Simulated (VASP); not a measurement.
CaF, 2 atoms in the cell. The structure is cubic, space group Fm-3m (No. 225). Conventional cell: a = 5.049 Å, b = 5.049 Å, c = 5.049 Å, α = 90.00°, β = 90.00°, γ = 90.00°. Within 3.3 Å of Ca (site symmetry m-3m) lie 6 F at 2.52 Å. Within 3.3 Å of F (site symmetry m-3m) lie 6 Ca at 2.52 Å. The cell was built from a structure type or drawn by symmetry, and may not be a known phase.

```yaml
Program: VASP 6.6.1
Task: relaxation of cell and atoms
Functional: PBE
Potentials_or_basis: VASP PAW PBE potentials, release 64 (Ca_sv, F)
Cutoff: 600 eV
k_mesh: 6 × 6 × 6
Occupations: gaussian, width 0.1 eV
Spin: no spin polarisation
Dipole_correction: no
Further_INCAR_settings: ALGO = Normal; EDIFF = 1e-07; IBRION = 2; EDIFFG = -0.04; NSW = 90; ISIF = 3
```

Potentials or basis: VASP PAW PBE potentials, release 64 (Ca_sv, F).

Run with:

```sh
$ cat potpaw_PBE.64/Ca_sv/POTCAR potpaw_PBE.64/F/POTCAR > POTCAR
$ mpirun -np 1 vasp_std > vasp.out
```

Hardware: 1 thread of Intel(R) Xeon(R) Platinum 8375C CPU @ 2.90GHz (Ice Lake), on a shared host.

Problem. How long does it take, and how much memory?

Solution. Wall time 30 s on 1 thread of Intel(R) Xeon(R) Platinum 8375C CPU @ 2.90GHz (Ice Lake) (shared host), peak memory 0.18 GiB. Counts: scf iterations 48, k points 16, ion steps 4.
